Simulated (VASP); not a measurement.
# LiCl (R-3m) in VASP: single point with HSE06

Aim: the single point of LiCl with HSE06.

Program: VASP 6.6.1. These are calculated values, not measurements. Logs are shortened: lines on timing, memory, paths and dates and some standing lists are left out, and cuts for length are marked.

### Step 1. The cell of the first run

Symmetry: R-3m, No. 166, trigonal system. Conventional cell: a = 3.615 Å, b = 3.615 Å, c = 8.500 Å, α = 90.00°, β = 90.00°, γ = 120.00°. Li (site symmetry -3m) has 6 Cl at 2.52 Å within 3.3 Å. Within 3.3 Å of Cl (site symmetry -3m) lie 6 Li at 2.52 Å.

### Step 2. Single point, HSE06 (strain along [111] -4.0%)

File POSCAR:

```
LiCl
1.0
   -0.0681609864      2.4878760025      2.4878760025
    2.4878760025     -0.0681609864      2.4878760025
    2.4878760025      2.4878760025     -0.0681609864
Li Cl
1 1
Direct
    0.0000000000      0.0000000000      0.0000000000
    0.5000000000      0.5000000000      0.5000000000
```

File INCAR.step1:

```
PREC = Accurate
ENCUT = 520
EDIFF = 1E-5
ISMEAR = 0
SIGMA = 0.01
LREAL = F
LASPH = T
NELM = 80
ALGO = Normal
ISIF = 2
LWAVE = T
LCHARG = F
GGA = PE
NBANDS = 12
```

File INCAR.step2:

```
PREC = Accurate
ENCUT = 520
EDIFF = 1E-7
ISMEAR = 0
SIGMA = 0.01
LREAL = F
LASPH = T
NELM = 80
ALGO = Normal
ISIF = 2
LWAVE = F
LCHARG = F
GGA = PE
LHFCALC = T
HFSCREEN = 0.2079
PRECFOCK = Normal
ISTART = 1
NBANDS = 12
```

File KPOINTS:

```
Automatic mesh
0
Gamma
  6 6 6
```

Potentials or basis: VASP PAW PBE potentials, release 64 (Li_sv, Cl).

Command:

```
$ cat potpaw_PBE.64/Li_sv/POTCAR potpaw_PBE.64/Cl/POTCAR > POTCAR
$ cp INCAR.step1 INCAR
$ mpirun -np 1 vasp_std > vasp.out
$ cp INCAR.step2 INCAR
$ mpirun -np 1 vasp_std > vasp.out
```

OUTCAR:

```text
PREC = Accurate
   ENCUT = 520
   EDIFF = 1E-7
   ISMEAR = 0
   LREAL = F
   LASPH = T
   NELM = 80
   ISIF = 2
   GGA = PE
   LHFCALC = T
   HFSCREEN = 0.2079
   PRECFOCK = Normal
   ISTART = 1

 ion  position               nearest neighbor table
   1  0.000  0.000  0.000-   2 2.52   2 2.52   2 2.52   2 2.52   2 2.52   2 2.52
   2  0.500  0.500  0.500-   1 2.52   1 2.52   1 2.52   1 2.52   1 2.52   1 2.52

  LATTYP: Found a trigonal (rhomboedric) cell.
 ALAT       =     3.5190481565
 COS(alpha) =     0.4724254361

  Lattice vectors:

 A1 = (  -0.0681609864,   2.4878760025,   2.4878760025)
 A2 = (   2.4878760025,  -0.0681609864,   2.4878760025)
 A3 = (   2.4878760025,   2.4878760025,  -0.0681609864)

Analysis of symmetry for initial positions (statically):
=====================================================================
 Subroutine PRICEL returns:
 Original cell was already a primitive cell.

 Routine SETGRP: Setting up the symmetry group for a
 trigonal (rhombohedral) supercell.

 Subroutine GETGRP returns: Found 12 space group operations
 (whereof 12 operations were pure point group operations)
 out of a pool of 12 trial point group operations.

The static configuration has the point symmetry D_3d.

Analysis of symmetry for dynamics (positions and initial velocities):
=====================================================================
 Subroutine PRICEL returns:
 Original cell was already a primitive cell.

 Routine SETGRP: Setting up the symmetry group for a
 trigonal (rhombohedral) supercell.

 Subroutine GETGRP returns: Found 12 space group operations
 (whereof 12 operations were pure point group operations)
 out of a pool of 12 trial point group operations.

The dynamic configuration has the point symmetry D_3d.

 Subroutine INISYM returns: Found 12 space group operations
 (whereof 12 operations are pure point group operations),
 and found     1 'primitive' translations

----------------------------------------------------------------------------------------

                                     Primitive cell

  volume of cell :      32.0629

  direct lattice vectors                    reciprocal lattice vectors
    -0.068160986  2.487876003  2.487876003    -0.192898443  0.198332202  0.198332202
     2.487876003 -0.068160986  2.487876003     0.198332202 -0.192898443  0.198332202
     2.487876003  2.487876003 -0.068160986     0.198332202  0.198332202 -0.192898443

  length of vectors
     3.519048156  3.519048156  3.519048156     0.340413181  0.340413181  0.340413181

  position of ions in fractional coordinates (direct lattice)
     0.000000000  0.000000000  0.000000000
     0.500000000  0.500000000  0.500000000

  ion indices of the primitive-cell ions
   primitive index   ion index
                 1           1
                 2           2

----------------------------------------------------------------------------------------

 KPOINTS: Automatic mesh

Automatic generation of k-mesh.
 Grid dimensions read from file:
 generate k-points for:    6    6    6

 Generating k-lattice:

  Cartesian coordinates                     Fractional coordinates (reciprocal lattice)
    -0.032149741  0.033055367  0.033055367     0.166666667  0.000000000 -0.000000000
     0.033055367 -0.032149741  0.033055367     0.000000000  0.166666667 -0.000000000
     0.033055367  0.033055367 -0.032149741     0.000000000  0.000000000  0.166666667

  Length of vectors
     0.056735530  0.056735530  0.056735530

  Shift w.r.t. Gamma in fractional coordinates (k-lattice)
     0.000000000  0.000000000  0.000000000

 Subroutine IBZKPT returns following result:
 ===========================================

 Found     32 irreducible k-points:

 Following reciprocal coordinates:
            Coordinates               Weight
  0.000000  0.000000  0.000000      1.000000
  0.166667  0.000000  0.000000      6.000000
  0.333333  0.000000  0.000000      6.000000
  0.500000  0.000000 -0.000000      3.000000
  0.166667  0.166667  0.000000      6.000000
  0.333333  0.166667  0.000000     12.000000
[... 16 lines left out ...]
  0.500000  0.500000  0.166667      6.000000
 -0.333333  0.500000  0.166667     12.000000
 [... further k-points ...]
   k-points           NKPTS =     32   k-points in BZ     NKDIM =    216   number of bands    NBANDS=     12
   number of dos      NEDOS =    301   number of ions     NIONS =      2
   total plane-waves  NPLWV =  21952
   dimension x,y,z NGX =    28 NGY =   28 NGZ =   28
   dimension x,y,z NGXF=    56 NGYF=   56 NGZF=   56
   ions per type =               1   1
   NGX,Y,Z   is equivalent  to a cutoff of  13.23, 13.23, 13.23 a.u.
   NGXF,Y,Z  is equivalent  to a cutoff of  26.46, 26.46, 26.46 a.u.
 SYSTEM =  unknown system
   PREC   = accura    normal or accurate (medium, high low for compatibility)
   ISTART =      1    job   : 0-new  1-cont  2-samecut
   ICHARG =      0    charge: 1-file 2-atom 10-const
   ISPIN  =      1    spin polarized calculation?
   LNONCOLLINEAR =      F non collinear calculations
   LSORBIT =      F    spin-orbit coupling
   LASPH  =      T    aspherical Exc in radial PAW
   ENCUT  =  520.0 eV  38.22 Ry    6.18 a.u.   6.54  6.54  6.54*2*pi/ulx,y,z
   NELM   =     80;   NELMIN=  2; NELMDL=  0     # of ELM steps
   EDIFF  = 0.1E-06   stopping-criterion for ELM
   LREAL  =      F    real-space projection
   EDIFFG = 0.1E-05   stopping-criterion for IOM
   NSW    =      0    number of steps for IOM
   IBRION =     -1    ionic relax: 0-MD 1-quasi-New 2-CG
   NFREE  =      0    steps in history (QN), initial steepest desc. (CG)
   ISIF   =      2    stress and relaxation
   ISYM   =      3    0-nonsym 1-usesym 2-fastsym
   POTIM  = 0.5000    time-step for ionic-motion
   TEBEG  =    0.0;   TEEND  =   0.0 temperature during run
   PSTRESS=    0.0 pullay stress
   NELECT =      10.0000    total number of electrons
   NUPDOWN=      -1.0000    fix difference up-down
   EMIN   =  10.00;   EMAX   =-10.00  energy-range for DOS
   EFERMI =   0.00;   METHOD = LEGACY
   ISMEAR =     0;   SIGMA  =   0.01  broadening in eV -4-tet -1-fermi 0-gaus
   EFERMI_NEDOS =   21; number of points for ismear=-14 and -15
   IALGO  =     38    algorithm
   IMIX   =      1    mixing-type and parameters
     AMIX     =   0.40;   BMIX     =  1.00
     AMIX_MAG =   1.60;   BMIX_MAG =  1.00
  volume/ion in A,a.u.               =      16.03       108.19
  Fermi-wavevector in a.u.,A,eV,Ry     =   1.110216  2.098003 16.770248  1.232578
  Thomas-Fermi vector in A             =   2.246764
   LORBIT       =      0    0 simple, 1 ext, 2 COOP (PROOUT), +10 PAW based schemes
   GGA     = PE    functional components
   LHFCALC =     T    Hartree Fock is set to
   PRECFOCK=normal    Normal, Fast or Accurate (Low or Medium for compatibility)
   ENCUT4O =  -1.0   cutoff for four orbital integrals eV
   NKREDX  =     1    reduce k-point grid by
   NKREDY  =     1    reduce k-point grid by
   NKREDZ  =     1    reduce k-point grid by
   AEXX    =    0.2500 exact exchange contribution
   HFSCREEN=    0.2079 screening length (either q_TF or 0.3 A-1)
   HFSCREENC=   0.2079 screening length for correlation (either q_TF or 0.3 A-1)
   ENCUTFOCK=  -1.0 apply spherical cutoff to Coloumb kernel
   IVDW    =     0    specifies the selected vdW correction
   LEPSILON=     F    determine dielectric tensor
   LRPA    =     F    only Hartree local field effects (RPA)
 non-spin polarized calculation
 Gauss-broadening in eV      SIGMA  =   0.01
  energy-cutoff  :      520.00
  volume of cell :       32.06
 maximum number of plane-waves:       887
 NGX is ok and might be reduce to    28
  NGX = 20; NGY = 20; NGZ = 20

 number of electron       9.9999998 magnetization

 Free energy of the ion-electron system (eV)
  ---------------------------------------------------
  ext. energy  EPLUGINS =         0.00000000
  ---------------------------------------------------
  free energy    TOTEN  =        -8.44671727 eV

  energy without entropy =       -8.44671727  energy(sigma->0) =       -8.44671727

 E-fermi :   0.4439     XC(G=0):  -7.4375

 val. band max:        0.1913469977   @ k =   0.0000   0.0000   0.0000
 cond. band min:       7.9789633155   @ k =   0.5000   0.5000   0.5000
 fundamental gap:      7.7876163178
 Fermi energy:         0.4438724212

 k-point     1 :       0.0000    0.0000    0.0000
  band No.  band energies     occupation
      1     -46.1818      2.00000
      2     -14.8484      2.00000
      3      -0.0662      2.00000
      4      -0.0662      2.00000
      5       0.1913      2.00000
      6       8.0569      0.00000
      7      13.2884      0.00000
      8      13.2884      0.00000
      9      14.0461      0.00000
     10      16.5196      0.00000
     11      16.5262      0.00000
     12      16.5265      0.00000

 k-point     2 :       0.1667    0.0000    0.0000
  band No.  band energies     occupation
      1     -46.1809      2.00000
      2     -14.6947      2.00000
      3      -1.0092      2.00000
      4      -0.1298      2.00000
      5       0.0724      2.00000
      6       8.7565      0.00000
      7      12.4416      0.00000
      8      13.0327      0.00000
      9      13.4578      0.00000
     10      14.7841      0.00000
     11      15.2504      0.00000
     12      17.2403      0.00000

 k-point     3 :       0.3333    0.0000    0.0000
  band No.  band energies     occupation
      1     -46.1789      2.00000
      2     -14.3581      2.00000
      3      -2.5829      2.00000
      4      -0.2466      2.00000
      5      -0.0977      2.00000
      6       8.6228      0.00000
      7      11.5421      0.00000
      8      11.9151      0.00000
      9      13.6467      0.00000
     10      16.6528      0.00000
     11      17.3205      0.00000
     12      18.1382      0.00000
[... 286 lines left out ...]
 k-point    23 :       0.5000    0.5000    0.1667
  band No.  band energies     occupation
      1     -46.1764      2.00000
      2     -13.8971      2.00000
      3      -3.0190      2.00000
      4      -1.4477      2.00000
      5      -1.1936      2.00000
      6       9.4451      0.00000
      7      10.8287      0.00000
      8      13.0571      0.00000
      9      14.0908      0.00000
     10      16.5216      0.00000
     11      20.3828      0.00000
     12      21.2569      0.00000

 k-point    24 :      -0.3333    0.5000    0.1667
  band No.  band energies     occupation
      1     -46.1762      2.00000
      2     -13.8461      2.00000
      3      -2.9299      2.00000
      4      -1.9197      2.00000
      5      -1.2223      2.00000
      6      10.3047      0.00000
      7      10.9499      0.00000
      8      13.0352      0.00000
      9      13.5156      0.00000
     10      17.0903      0.00000
     11      19.4050      0.00000
     12      20.7261      0.00000

 [... further k-points ...]

------------------------ aborting loop because EDIFF is reached ----------------------------------------

  FORCE on cell =-STRESS in cart. coord.  units (eV):
  Direction    XX          YY          ZZ          XY          YZ          ZX
  --------------------------------------------------------------------------------------
  -------------------------------------------------------------------------------------
  Total        0.2994780      0.2994780      0.2994780      0.1475823      0.1475823      0.1475823
  in kB       14.9648699     14.9648699     14.9648699      7.3746624      7.3746624      7.3746624
  external PRESSURE =      14.9648699 kB  Pullay stress =       0.0000000 kB

 VOLUME and BASIS-vectors are now :
 -----------------------------------------------------------------------------
  energy-cutoff  :      520.00
  volume of cell :       32.06
      direct lattice vectors                 reciprocal lattice vectors
    -0.068160986  2.487876003  2.487876003    -0.192898443  0.198332202  0.198332202
     2.487876003 -0.068160986  2.487876003     0.198332202 -0.192898443  0.198332202
     2.487876003  2.487876003 -0.068160986     0.198332202  0.198332202 -0.192898443

 POSITION                                       TOTAL-FORCE (eV/Angst)
 -----------------------------------------------------------------------------------
      0.00000      0.00000      0.00000         0.000000      0.000000     -0.000000
      2.45380      2.45380      2.45380         0.000000     -0.000000      0.000000
 -----------------------------------------------------------------------------------
    total drift:                               -0.000000     -0.000000     -0.000000

  FREE ENERGIE OF THE ION-ELECTRON SYSTEM (eV)
  ---------------------------------------------------
  free  energy   TOTEN  =        -8.4467172659 eV

  energy  without entropy=       -8.4467172659  energy(sigma->0) =       -8.44671727
```

Run time: 29 min. Hardware: 1 thread of Intel Xeon 8259CL, shared host; peak memory 0.27 GiB.

What came out:

```
Free energy            : -8.4467 eV
Band gap on the k mesh : 7.79 eV (least direct gap 7.87 eV)
```

Caveat: the cell differs from its parent crystal (strain along [111] -4.0%); the cutoff is under 1.25 times the usual one of these potentials, so pressure, stress and relaxed cells hold a basis-set (Pulay) error; the PAW data sets were made with another functional, which shifts forces and pressure a little. A k mesh can miss the band edges.
